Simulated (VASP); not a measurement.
# CaO (I4/mmm) in VASP: notebook

CaO is run at these levels: PBE; tasks: single point.

Everything below comes from runs of VASP 6.6.1. Logs are shortened: lines on timing, memory, paths and dates and some standing lists are left out, and cuts for length are marked.

### Step 1. The cell of the first run

The structure is tetragonal, space group I4/mmm (No. 139). Conventional cell: a = 3.602 Å, b = 3.602 Å, c = 4.898 Å, α = 90.00°, β = 90.00°, γ = 90.00°. Within 3.2 Å of Ca (site symmetry 4/mmm) lie 6 O at 2.45 to 2.55 Å. O (site symmetry 4/mmm) has 6 Ca at 2.45 to 2.55 Å within 3.2 Å.

### Step 2. Single point, PBE (strain +0.040 along x and y, +0.000 along z)

Input file INCAR:

```
SYSTEM = CaO
PREC     = Accurate       ! precision mode
ENCUT    = 600            ! plane-wave cutoff, eV
EDIFF    = 1E-6           ! SCF threshold, eV
ISMEAR   = 0              ! smearing method
SIGMA    = 0.05           ! smearing width, eV
LREAL    = .FALSE.        ! projectors in reciprocal space
LASPH    = .TRUE.         ! aspherical terms in the spheres
NELM     = 120            ! most SCF steps
ALGO     = Normal         ! electronic algorithm
ISIF     = 2              ! what is computed and relaxed
LWAVE    = .FALSE.        ! write WAVECAR
LCHARG   = .FALSE.        ! write CHGCAR
GGA      = PE             ! functional
NBANDS   = 15             ! bands
GGA_COMPAT= .FALSE.
```

Input file KPOINTS:

```
Automatic mesh
0
G
  8 8 8
  0 0 0
```

Input file POSCAR:

```
CaO
1.0
    0.0000000000      2.5469600000      2.4490000000
    2.5469600000      0.0000000000      2.4490000000
    2.5469600000      2.5469600000      0.0000000000
Ca O
1 1
Direct
    0.0000000000      0.0000000000      0.0000000000
    0.5000000000      0.5000000000      0.5000000000
```

Potentials or basis: VASP PAW PBE potentials, release 64 (Ca_sv, O).

On the command line:

```console
$ cat potpaw_PBE.64/Ca_sv/POTCAR potpaw_PBE.64/O/POTCAR > POTCAR
$ mpirun -np 1 vasp_std > vasp.out
```

OUTCAR:

```text
SYSTEM = CaO
   PREC = Accurate
   ENCUT = 600
   EDIFF = 1E-6
   ISMEAR = 0
   LREAL = .FALSE.
   LASPH = .TRUE.
   NELM = 120
   ISIF = 2
   GGA = PE

 ion  position               nearest neighbor table
   1  0.000  0.000  0.000-   2 2.45   2 2.45   2 2.55   2 2.55   2 2.55   2 2.55
   2  0.500  0.500  0.500-   1 2.45   1 2.45   1 2.55   1 2.55   1 2.55   1 2.55

  LATTYP: Found a body centered tetragonal cell.
 ALAT       =     3.6019453748
 C/A-ratio  =     1.3598207331

  Lattice vectors:

 A1 = (   0.0000000000,  -2.5469600000,  -2.4490000000)
 A2 = (   0.0000000000,   2.5469600000,  -2.4490000000)
 A3 = (   2.5469600000,   0.0000000000,   2.4490000000)

Analysis of symmetry for initial positions (statically):
=====================================================================
 Subroutine PRICEL returns:
 Original cell was already a primitive cell.

 Routine SETGRP: Setting up the symmetry group for a
 body centered tetragonal supercell.

 Subroutine GETGRP returns: Found 16 space group operations
 (whereof 16 operations were pure point group operations)
 out of a pool of 16 trial point group operations.

The static configuration has the point symmetry D_4h.

Analysis of symmetry for dynamics (positions and initial velocities):
=====================================================================
 Subroutine PRICEL returns:
 Original cell was already a primitive cell.

 Routine SETGRP: Setting up the symmetry group for a
 body centered tetragonal supercell.

 Subroutine GETGRP returns: Found 16 space group operations
 (whereof 16 operations were pure point group operations)
 out of a pool of 16 trial point group operations.

The dynamic configuration has the point symmetry D_4h.

 Subroutine INISYM returns: Found 16 space group operations
 (whereof 16 operations are pure point group operations),
 and found     1 'primitive' translations

----------------------------------------------------------------------------------------

                                     Primitive cell

  volume of cell :      31.7734

  direct lattice vectors                    reciprocal lattice vectors
     0.000000000  2.546960000  2.449000000    -0.196312467  0.196312467  0.204164965
     2.546960000  0.000000000  2.449000000     0.196312467 -0.196312467  0.204164965
     2.546960000  2.546960000  0.000000000     0.196312467  0.196312467 -0.204164965

  length of vectors
     3.533356229  3.533356229  3.601945375     0.344616457  0.344616457  0.344616457

  position of ions in fractional coordinates (direct lattice)
     0.000000000  0.000000000  0.000000000
     0.500000000  0.500000000  0.500000000

  ion indices of the primitive-cell ions
   primitive index   ion index
                 1           1
                 2           2

----------------------------------------------------------------------------------------

 KPOINTS: Automatic mesh

Automatic generation of k-mesh.
 Grid dimensions read from file:
 generate k-points for:    8    8    8

 Generating k-lattice:

  Cartesian coordinates                     Fractional coordinates (reciprocal lattice)
    -0.024539058  0.024539058  0.025520621     0.125000000  0.000000000  0.000000000
     0.024539058 -0.024539058  0.025520621     0.000000000  0.125000000  0.000000000
     0.024539058  0.024539058 -0.025520621     0.000000000  0.000000000  0.125000000

  Length of vectors
     0.043077057  0.043077057  0.043077057

  Shift w.r.t. Gamma in fractional coordinates (k-lattice)
     0.000000000  0.000000000  0.000000000

 Subroutine IBZKPT returns following result:
 ===========================================

 Found     59 irreducible k-points:

 Following reciprocal coordinates:
            Coordinates               Weight
  0.000000  0.000000  0.000000      1.000000
  0.125000  0.000000  0.000000      8.000000
  0.250000  0.000000  0.000000      8.000000
  0.375000  0.000000  0.000000      8.000000
  0.500000  0.000000  0.000000      4.000000
  0.125000  0.125000  0.000000      2.000000
[... 16 lines left out ...]
  0.250000  0.000000  0.125000     16.000000
  0.375000  0.000000  0.125000     16.000000
 [... further k-points ...]
   k-points           NKPTS =     59   k-points in BZ     NKDIM =     59   number of bands    NBANDS=     15
   number of dos      NEDOS =    301   number of ions     NIONS =      2
   total plane-waves  NPLWV =  23520
   dimension x,y,z NGX =    28 NGY =   28 NGZ =   30
   dimension x,y,z NGXF=    56 NGYF=   56 NGZF=   60
   ions per type =               1   1
   NGX,Y,Z   is equivalent  to a cutoff of  13.17, 13.17, 13.85 a.u.
   NGXF,Y,Z  is equivalent  to a cutoff of  26.35, 26.35, 27.69 a.u.
 SYSTEM =  CaO
   PREC   = accura    normal or accurate (medium, high low for compatibility)
   ISTART =      0    job   : 0-new  1-cont  2-samecut
   ICHARG =      2    charge: 1-file 2-atom 10-const
   ISPIN  =      1    spin polarized calculation?
   LNONCOLLINEAR =      F non collinear calculations
   LSORBIT =      F    spin-orbit coupling
   LASPH  =      T    aspherical Exc in radial PAW
   ENCUT  =  600.0 eV  44.10 Ry    6.64 a.u.   7.06  7.06  7.19*2*pi/ulx,y,z
   NELM   =    120;   NELMIN=  2; NELMDL= -5     # of ELM steps
   EDIFF  = 0.1E-05   stopping-criterion for ELM
   LREAL  =      F    real-space projection
   EDIFFG = 0.1E-04   stopping-criterion for IOM
   NSW    =      0    number of steps for IOM
   IBRION =     -1    ionic relax: 0-MD 1-quasi-New 2-CG
   NFREE  =      0    steps in history (QN), initial steepest desc. (CG)
   ISIF   =      2    stress and relaxation
   ISYM   =      2    0-nonsym 1-usesym 2-fastsym
   POTIM  = 0.5000    time-step for ionic-motion
   TEBEG  =    0.0;   TEEND  =   0.0 temperature during run
   PSTRESS=    0.0 pullay stress
   NELECT =      16.0000    total number of electrons
   NUPDOWN=      -1.0000    fix difference up-down
   EMIN   =  10.00;   EMAX   =-10.00  energy-range for DOS
   EFERMI =   0.00;   METHOD = LEGACY
   ISMEAR =     0;   SIGMA  =   0.05  broadening in eV -4-tet -1-fermi 0-gaus
   EFERMI_NEDOS =   21; number of points for ismear=-14 and -15
   IALGO  =     38    algorithm
   IMIX   =      4    mixing-type and parameters
     AMIX     =   0.40;   BMIX     =  1.00
     AMIX_MAG =   1.60;   BMIX_MAG =  1.00
  volume/ion in A,a.u.               =      15.89       107.21
  Fermi-wavevector in a.u.,A,eV,Ry     =   1.302448  2.461270 23.080535  1.696371
  Thomas-Fermi vector in A             =   2.433516
   LORBIT       =      0    0 simple, 1 ext, 2 COOP (PROOUT), +10 PAW based schemes
   GGA     = PE    functional components
   LHFCALC =     F    Hartree Fock is set to
   AEXX    =    0.0000 exact exchange contribution
   IVDW    =     0    specifies the selected vdW correction
   LEPSILON=     F    determine dielectric tensor
   LRPA    =     F    only Hartree local field effects (RPA)
 non-spin polarized calculation
 Gauss-broadening in eV      SIGMA  =   0.05
  energy-cutoff  :      600.00
  volume of cell :       31.77
 maximum number of plane-waves:      1082
   NGX = 15   NGY = 15   NGZ = 15

 number of electron      16.0000000 magnetization

 Free energy of the ion-electron system (eV)
  ---------------------------------------------------
  ext. energy  EPLUGINS =         0.00000000
  ---------------------------------------------------
  free energy    TOTEN  =       -12.69153261 eV

  energy without entropy =      -12.69153261  energy(sigma->0) =      -12.69153261

 E-fermi :   1.9037     XC(G=0):  -9.8338

 val. band max:        1.6739772783   @ k =   0.0000   0.0000   0.0000
 cond. band min:       5.1981005805   @ k =   0.5000   0.5000   0.0000
 fundamental gap:      3.5241233022
 Fermi energy:         1.9037263066

 k-point     1 :       0.0000    0.0000    0.0000
  band No.  band energies     occupation
      1     -36.5718      2.00000
      2     -17.4233      2.00000
      3     -17.4233      2.00000
      4     -17.3866      2.00000
      5     -13.6470      2.00000
      6       1.6203      2.00000
      7       1.6203      2.00000
      8       1.6740      2.00000
      9       5.3129      0.00000
     10       7.4442      0.00000
     11       7.4442      0.00000
     12       7.6622      0.00000
     13       8.6378      0.00000
     14       8.9914      0.00000
     15      15.8781      0.00000

 k-point     2 :       0.1250    0.0000    0.0000
  band No.  band energies     occupation
      1     -36.5637      2.00000
      2     -17.5193      2.00000
      3     -17.4308      2.00000
      4     -17.4024      2.00000
      5     -13.5242      2.00000
      6       1.1411      2.00000
      7       1.4574      2.00000
      8       1.4869      2.00000
      9       5.9672      0.00000
     10       7.4554      0.00000
     11       7.6791      0.00000
     12       7.8148      0.00000
     13       8.9226      0.00000
     14       9.2955      0.00000
     15      16.2978      0.00000

 k-point     3 :       0.2500    0.0000    0.0000
  band No.  band energies     occupation
      1     -36.5441      2.00000
      2     -17.7555      2.00000
      3     -17.4487      2.00000
      4     -17.4133      2.00000
      5     -13.2494      2.00000
      6       0.2539      2.00000
      7       1.1037      2.00000
      8       1.1155      2.00000
      9       7.2745      0.00000
     10       7.5597      0.00000
     11       8.2895      0.00000
     12       8.3483      0.00000
     13       9.6203      0.00000
     14      10.0281      0.00000
     15      16.1653      0.00000

 k-point     4 :       0.3750    0.0000    0.0000
  band No.  band energies     occupation
      1     -36.5244      2.00000
      2     -17.9687      2.00000
      3     -17.4665      2.00000
      4     -17.4227      2.00000
      5     -12.9970      2.00000
      6      -0.4418      2.00000
      7       0.7881      2.00000
      8       0.7921      2.00000
      9       7.8296      0.00000
     10       8.5834      0.00000
     11       8.9759      0.00000
     12       8.9809      0.00000
     13      10.4082      0.00000
     14      10.7977      0.00000
     15      14.7978      0.00000
[... 307 lines left out ...]
 k-point    22 :       0.1250    0.0000    0.1250
  band No.  band energies     occupation
      1     -36.5615      2.00000
      2     -17.5227      2.00000
      3     -17.4406      2.00000
      4     -17.4088      2.00000
      5     -13.5193      2.00000
      6       0.9146      2.00000
      7       1.5259      2.00000
      8       1.5749      2.00000
      9       6.0955      0.00000
     10       7.0276      0.00000
     11       7.9109      0.00000
     12       8.0927      0.00000
     13       8.9919      0.00000
     14       9.3173      0.00000
     15      16.5081      0.00000

 k-point    23 :       0.2500    0.0000    0.1250
  band No.  band energies     occupation
      1     -36.5461      2.00000
      2     -17.6783      2.00000
      3     -17.4583      2.00000
      4     -17.4293      2.00000
      5     -13.3444      2.00000
      6       0.3535      2.00000
      7       1.2469      2.00000
      8       1.3417      2.00000
      9       6.8630      0.00000
     10       7.0760      0.00000
     11       8.4312      0.00000
     12       8.5701      0.00000
     13       9.4155      0.00000
     14       9.9260      0.00000
     15      16.7517      0.00000

 k-point    24 :       0.3750    0.0000    0.1250
  band No.  band energies     occupation
      1     -36.5265      2.00000
      2     -17.8751      2.00000
      3     -17.4815      2.00000
      4     -17.4455      2.00000
      5     -13.1196      2.00000
      6      -0.1725      2.00000
      7       0.8363      2.00000
      8       1.0044      2.00000
      9       7.2048      0.00000
     10       8.2292      0.00000
     11       9.0027      0.00000
     12       9.1474      0.00000
     13      10.1872      0.00000
     14      10.6241      0.00000
     15      15.3051      0.00000

 [... further k-points ...]

------------------------ aborting loop because EDIFF is reached ----------------------------------------

  FORCE on cell =-STRESS in cart. coord.  units (eV):
  Direction    XX          YY          ZZ          XY          YZ          ZX
  --------------------------------------------------------------------------------------
  -------------------------------------------------------------------------------------
  Total       -2.0192857     -2.0192857     -1.4553942      0.0000000      0.0000000     -0.0000000
  in kB     -101.8228649   -101.8228649    -73.3885299      0.0000000      0.0000000     -0.0000000
  external PRESSURE =     -92.3447533 kB  Pullay stress =       0.0000000 kB

 VOLUME and BASIS-vectors are now :
 -----------------------------------------------------------------------------
  energy-cutoff  :      600.00
  volume of cell :       31.77
      direct lattice vectors                 reciprocal lattice vectors
     0.000000000  2.546960000  2.449000000    -0.196312467  0.196312467  0.204164965
     2.546960000  0.000000000  2.449000000     0.196312467 -0.196312467  0.204164965
     2.546960000  2.546960000  0.000000000     0.196312467  0.196312467 -0.204164965

 POSITION                                       TOTAL-FORCE (eV/Angst)
 -----------------------------------------------------------------------------------
      0.00000      0.00000      0.00000         0.000000     -0.000000      0.000000
      2.54696      2.54696      2.44900         0.000000      0.000000      0.000000
 -----------------------------------------------------------------------------------
    total drift:                                0.000000      0.000000      0.000000

  FREE ENERGIE OF THE ION-ELECTRON SYSTEM (eV)
  ---------------------------------------------------
  free  energy   TOTEN  =       -12.6915326146 eV

  energy  without entropy=      -12.6915326146  energy(sigma->0) =      -12.69153261
```

Run time: 44 s. Hardware: 1 thread of Intel Xeon 8259CL, shared host; peak memory 0.18 GiB.

Results:

* Free energy: -12.6915 eV
* Pressure: -9.2 GPa
* Band gap on the k mesh: 3.52 eV (least direct gap 3.64 eV)

Stress tensor (GPa, compression positive):
```
-10.18   0.00   0.00
  0.00 -10.18   0.00
  0.00   0.00  -7.34
```

Caveat: the cell differs from its parent crystal (strain +0.040 along x and y, +0.000 along z); the cell stands under tension. A k mesh can miss the band edges.

[end of part 1 of 2]
